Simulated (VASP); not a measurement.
# LiF (Griceite) in VASP: notebook, part 2 of 2

VASP 6.6.1. The steps go on from the part before.

## Step 3: Single point, PBEsol+D3(BJ)

The input, INCAR:

```
ALGO = Normal ; EDIFF = 1E-7
ENCUT = 520 ; GGA = PS
ISIF = 2 ; ISMEAR = 0
IVDW = 12 ; LASPH = True
LCHARG = False ; LREAL = False
LWAVE = False ; NBANDS = 12
NELM = 60 ; PREC = Accurate
SIGMA = 0.01
```

The input, KPOINTS:

```
k-points
0
Gamma
  7 7 7
```

The input, POSCAR:

```
LiF
1.0
    0.0000000000      2.0140000000      2.0140000000
    2.0140000000      0.0000000000      2.0140000000
    2.0140000000      2.0140000000      0.0000000000
Li F
1 1
Direct
    0.0000000000      0.0000000000      0.0000000000
    0.4875868918      0.4875868918      0.5124131082
```

Potentials or basis: VASP PAW PBE potentials, release 64 (Li_sv, F).

On the command line:

```bash
cat potpaw_PBE.64/Li_sv/POTCAR potpaw_PBE.64/F/POTCAR > POTCAR
mpirun -np 1 vasp_std > vasp.out
```

OUTCAR:

```text
EDIFF = 1E-7
   ENCUT = 520
   GGA = PS
   ISIF = 2
   ISMEAR = 0
   IVDW = 12
   LASPH = True
   LREAL = False
   NELM = 60
   PREC = Accurate
 IVDW          = 12

 ion  position               nearest neighbor table
   1  0.000  0.000  0.000-   2 1.96   2 2.01   2 2.01   2 2.01   2 2.01   2 2.06
   2  0.488  0.488  0.512-   1 1.96   1 2.01   1 2.01   1 2.01   1 2.01   1 2.06

  LATTYP: Found a face centered cubic cell.
 ALAT       =     4.0280000000

  Lattice vectors:
[... 548 lines left out ...]

------------------------ aborting loop because EDIFF is reached ----------------------------------------

 Edisp (eV)   -0.28883

 E8    (eV) :    -0.1708

  FORCE on cell =-STRESS in cart. coord.  units (eV):
  Direction    XX          YY          ZZ          XY          YZ          ZX
  --------------------------------------------------------------------------------------
  -------------------------------------------------------------------------------------
  Total      -0.43356    -0.43356    -0.39479     0.00000    -0.00000     0.00000
  in kB     -42.51543   -42.51543   -38.71406     0.00000    -0.00000     0.00000
  external pressure =      -41.25 kB  Pullay stress =        0.00 kB

 VOLUME and BASIS-vectors are now :
 -----------------------------------------------------------------------------
  energy-cutoff  :      520.00
  volume of cell :       16.34
      direct lattice vectors                 reciprocal lattice vectors
     0.000000000  2.014000000  2.014000000    -0.248262165  0.248262165  0.248262165
     2.014000000  0.000000000  2.014000000     0.248262165 -0.248262165  0.248262165
     2.014000000  2.014000000  0.000000000     0.248262165  0.248262165 -0.248262165

 POSITION                                       TOTAL-FORCE (eV/Angst)
 -----------------------------------------------------------------------------------
      0.00000      0.00000      0.00000         0.000000      0.000000     -0.085735
      2.01400      2.01400      1.96400         0.000000      0.000000      0.085735
 -----------------------------------------------------------------------------------
    total drift:                               -0.000000     -0.000000      0.000251

  FREE ENERGIE OF THE ION-ELECTRON SYSTEM (eV)
  ---------------------------------------------------
  free  energy   TOTEN  =       -10.1386523194 eV

  energy  without entropy=      -10.1386523194  energy(sigma->0) =      -10.13865232
```

OSZICAR:

```text
N       E                     dE             d eps       ncg     rms          rms(c)
DAV:   1     0.317672575960E+02    0.31767E+02   -0.52669E+03   992   0.841E+02
DAV:   2    -0.908779057978E+01   -0.40855E+02   -0.40017E+02  1172   0.188E+02
DAV:   3    -0.102674097170E+02   -0.11796E+01   -0.11766E+01  1272   0.273E+01
DAV:   4    -0.102768421006E+02   -0.94324E-02   -0.94318E-02  1120   0.289E+00
DAV:   5    -0.102769293478E+02   -0.87247E-04   -0.87247E-04  1232   0.217E-01    0.407E+00
DAV:   6    -0.984917252776E+01    0.42776E+00   -0.20117E+00  1060   0.873E+00    0.139E+00
DAV:   7    -0.984734250924E+01    0.18300E-02   -0.15169E-02  1252   0.111E+00    0.841E-01
DAV:   8    -0.984975609906E+01   -0.24136E-02   -0.11981E-02  1240   0.120E+00    0.107E-01
DAV:   9    -0.984977373711E+01   -0.17638E-04   -0.10416E-03  1116   0.282E-01    0.432E-02
DAV:  10    -0.984982371695E+01   -0.49980E-04   -0.10596E-04  1108   0.772E-02    0.908E-03
DAV:  11    -0.984982422403E+01   -0.50709E-06   -0.42974E-06  1208   0.209E-02    0.233E-03
DAV:  12    -0.984982434915E+01   -0.12512E-06   -0.68538E-07  1080   0.758E-03    0.115E-03
DAV:  13    -0.984982434459E+01    0.45671E-08   -0.87048E-08   636   0.231E-03
   1 F= -.10138652E+02 E0= -.10138652E+02  d E =-.247752E-43
```

Wall time 4.6 s (1 thread of Intel Xeon 6975P-C, shared host); peak memory 0.14 GiB.

What came out:

```yaml
Free_energy: -10.1387 eV
Largest_force: 0.086 eV/Å
Band_gap_on_the_k_mesh: 8.91 eV, direct
Dispersion_energy_per_atom: -0.144 eV
```

Forces in eV/Å, atoms in the order of the input:
```
Li   0.000  0.000 -0.086
F    0.000  0.000  0.086
```

Caveat: the cutoff is under 1.25 times the usual one of these potentials, so pressure, stress and relaxed cells hold a basis-set (Pulay) error; the PAW data sets were made with another functional, which shifts forces and pressure a little.

## Step 4: Single point, PBEsol+D3(BJ)

The input, INCAR:

```
PREC     = Accurate       # precision mode
ENCUT    = 520            # plane-wave cutoff, eV
EDIFF    = 1E-6           # SCF threshold, eV
ISMEAR   = 0              # smearing method
SIGMA    = 0.01           # smearing width, eV
LREAL    = False          # projectors in reciprocal space
LASPH    = True           # aspherical terms in the spheres
NELM     = 100            # most SCF steps
ALGO     = Normal         # electronic algorithm
ISIF     = 2              # what is computed and relaxed
LWAVE    = False          # write WAVECAR
LCHARG   = False          # write CHGCAR
GGA      = PS             # functional
IVDW     = 12             # dispersion correction
NBANDS   = 12             # bands
```

The input, KPOINTS:

```
Automatic mesh
0
Gamma
  7 7 7
```

Edit POSCAR of step 3 so:

```diff
@@ -9,2 +9,2 @@
     0.0000000000      0.0000000000      0.0000000000
-    0.4875868918      0.4875868918      0.5124131082
+    0.4937934459      0.4937934459      0.5062065541
```

On the command line:

```bash
cat potpaw_PBE.64/Li_sv/POTCAR potpaw_PBE.64/F/POTCAR > POTCAR
mpirun -np 1 vasp_std > vasp.out
```

It took 4.1 s on 1 thread of Intel Xeon 6975P-C, shared host; peak memory 0.14 GiB.

Results (log left out):

* Free energy: -10.1402 eV
* Largest force: 0.042 eV/Å
* Band gap on the k mesh: 8.91 eV, direct
* Dispersion energy per atom: -0.144 eV

Forces in eV/Å, atoms in the order of the input:
```
Li   0.000  0.000 -0.042
F    0.000  0.000  0.042
```

Levels at points of the mesh, in eV from the valence-band top:
| k point | band 3 | band 4 | band 5 | band 6 | band 7 | band 8 |
| --- | --- | --- | --- | --- | --- | --- |
| (0.00, 0.00, 0.00) | 0.00 | 0.00 | 0.00 | 8.91 | 23.75 | 23.75 |

Caveat: the cutoff is under 1.25 times the usual one of these potentials, so pressure, stress and relaxed cells hold a basis-set (Pulay) error; the PAW data sets were made with another functional, which shifts forces and pressure a little. A hybrid or GW would open this gap; PBEsol tends to underestimate it.
